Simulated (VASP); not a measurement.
Write the native input for VASP 6.6.1 that does the following.

```
Task                   : single point
Functional             : LDA
Potentials or basis    : VASP PAW LDA potentials, release 64 (Sn_d, Se)
Cutoff                 : 520 eV
k mesh                 : 10 × 10 × 10
Occupations            : gaussian, width 0.05 eV
Spin                   : no spin polarisation
Dipole correction      : no
Further INCAR settings : ALGO = Normal; EDIFF = 1e-06; NBANDS = 17
```

The structure of SnSe lies in POSCAR:

```
SnSe
1.0
    0.0000000000      3.2010812015      2.4968433371
    3.2010812015      0.0000000000      2.4968433371
    3.2010812015      3.2010812015      0.0000000000
Sn Se
1 1
Direct
    0.0000000000      0.0000000000      0.0000000000
    0.5000000000      0.5000000000      0.5000000000
```

This cell differs from its parent crystal: ratio of the length along z to the lengths across it x 0.78, volume and fractional coordinates fixed.

One way to write it, as run:

INCAR

```
  ALGO = Normal
  EDIFF = 1E-6
  ENCUT = 520
  ISIF = 2
  ISMEAR = 0
  LASPH = True
  LCHARG = False
  LREAL = False
  LWAVE = False
  NBANDS = 17
  NELM = 80
  PREC = Accurate
  SIGMA = 0.05
```

KPOINTS

```
k-points
0
Gamma
  10 10 10
```

Potentials or basis: VASP PAW LDA potentials, release 64 (Sn_d, Se).

Launch:

```bash
$ cat potpaw_LDA.64/Sn_d/POTCAR potpaw_LDA.64/Se/POTCAR > POTCAR
$ mpirun -np 1 vasp_std > vasp.out
```

It gave:

The pressure is 8.6 GPa and the band gap on the k mesh is zero (bands 10 and 11 overlap by 0.93 eV).

Caveat: the cell stands under pressure; spin-orbit coupling is left out, which moves the levels of the heavy elements.

It took 80 s on 1 thread of Intel Xeon 8259CL, with other jobs on the host, peak memory 0.22 GiB.
